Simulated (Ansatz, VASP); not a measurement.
One calculation of Hf4C, two programs

```
Hf C
1.0
     5.08892    0.00000    0.00000
     0.00000    5.08892    0.00000
     0.00000    0.00000    5.08892
Hf C
4 1
Direct
  0.50000 0.50000 0.50000
  0.00000 0.50000 0.50000
  0.50000 0.00000 0.50000
  0.50000 0.50000 0.00000
  0.00000 0.00000 0.00000
```

Change from the starting cell: species swapped into the Mn4N type (Pm-3m, No. 221).

Alike in both runs: functional PBE; k mesh 4 × 4 × 4; occupations gaussian, width 0.2 eV; no spin polarisation.

Ansatz relaxed the structure, and its values are those at the end. VASP's run is a single point on that final structure, the one shown.

|  | VASP | Ansatz |
| --- | --- | --- |
| version | VASP 6.6.1 | Ansatz 0.2.0 |
| potentials or method | VASP PAW PBE potentials, release 64 (Hf_pv, C), cutoff 600 eV | scalar-relativistic, plane waves, PAW |
| valence electrons in the cell | 44 | 108 |

VASP gave:

| Item | Value |
| --- | --- |
| gap on the k mesh at the Fermi level (eV) | none |
| pressure (GPa) | 0.2 |

**Question.** What did Ansatz give for the same quantities?

**Answer.** gap on the k mesh at the Fermi level (eV): none; pressure (GPa): 0.5.

A gap of «none» marks a metal or a gap that the smearing closes. VASP's potentials hold 44 valence electrons a cell and Ansatz's 108, so a difference there can come from the potentials and not from the codes.

Spin-orbit coupling is off throughout.
